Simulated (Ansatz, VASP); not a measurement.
# Two plane-wave programs on TiAl3

INCAR

```
SYSTEM = TiAl3
ALGO     = Fast           ! electronic algorithm
EDIFF    = 1E-6           ! SCF threshold, eV
ENCUT    = 520            ! plane-wave cutoff, eV
ISIF     = 2              ! what is computed and relaxed
ISMEAR   = -1             ! smearing method
LASPH    = .TRUE.         ! aspherical terms in the spheres
LCHARG   = .FALSE.        ! write CHGCAR
LREAL    = .FALSE.        ! projectors in reciprocal space
LWAVE    = .FALSE.        ! write WAVECAR
NBANDS   = 18             ! bands
NELM     = 80             ! most SCF steps
PREC     = Accurate       ! precision mode
SIGMA    = 0.05           ! smearing width, eV
```

Contents of KPOINTS:

```
k-points
0
G
  6 6 6
  0 0 0
```

The input POSCAR:

```
TiAl3
1.0
   -1.9111067713      1.9111067713      4.2806687947
    1.9111067713     -1.9111067713      4.2806687947
    1.9111067713      1.9111067713     -4.2806687947
Ti Al
1 3
Direct
    0.0000000000      0.0000000000      0.0000000000
    0.2500000000      0.7500000000      0.5000000000
    0.7500000000      0.2500000000      0.5000000000
    0.5000000000      0.5000000000      0.0000000000
```

The input input.yaml:

```yaml
crystal:
  lattice:
    - [-1.9111067713, 1.9111067713, 4.2806687947]
    - [1.9111067713, -1.9111067713, 4.2806687947]
    - [1.9111067713, 1.9111067713, -4.2806687947]
  atoms:
    - { symbol: Ti, position: [0.0, 0.0, 0.0] }
    - { symbol: Al, position: [0.25, 0.75, 0.5] }
    - { symbol: Al, position: [0.75, 0.25, 0.5] }
    - { symbol: Al, position: [0.5, 0.5, 0.0] }
hamiltonian:
  xc: lda
  pseudopotentials: { kind: paw }
kpoints:
  mp_grid: { grid: [6, 6, 6] }
  band_path:
    path:
      - [[0.0, 0.0, 0.0], [0.0, 0.0, 0.5], [-0.0996590294, 0.0996590294, 0.5], [-0.2998295147, 0.2998295147, 0.2998295147], [0.0, 0.0, 0.0], [0.5, 0.5, -0.5], [0.2998295147, 0.7001704853, -0.2998295147], [0.0, 0.5, 0.0], [0.25, 0.25, 0.25], [0.5, 0.5, -0.0996590294], [0.5, 0.5, -0.5]]
      - [[0.0, 0.0, 0.5], [0.25, 0.25, 0.25]]
    npoints: 14
scf:
  occupations: { method: fermi_dirac, width: 0.05 }
  n_extra_bands: 10
output:
  forces: true
  stress: true
  eigenvalues: true
  fatbands: true
  write_density: true
  write_potential: true
  elf: true
  volumetric_format: npy
```

Alike in both runs: functional LDA; k mesh 6 × 6 × 6; occupations fermi-dirac, width 0.05 eV; no spin polarisation.

```csv
,VASP,Ansatz
version,VASP 6.6.1,Ansatz 0.2.0
potentials or method,"VASP PAW LDA potentials, release 64 (Ti_sv, Al)",Ansatz PAW
plane-wave cutoff (eV),520,420
valence electrons in the cell,21,21
task,single point,band structure
```

```csv
,VASP,Ansatz,Ansatz less VASP
gap on the k mesh at the Fermi level (eV),none,none,-
pressure (GPa),-3.4,-3.5,-0.12
"traceless stress, the component that is largest in VASP (GPa)",0.45,0.45,-0.004
```

LDA's correlation is that of Perdew and Zunger in VASP and of Perdew and Wang (1992) in Ansatz. A gap of «none» marks a metal or a gap that the smearing closes.

The k mesh is coarse, so the values compare programs but aren't converged.
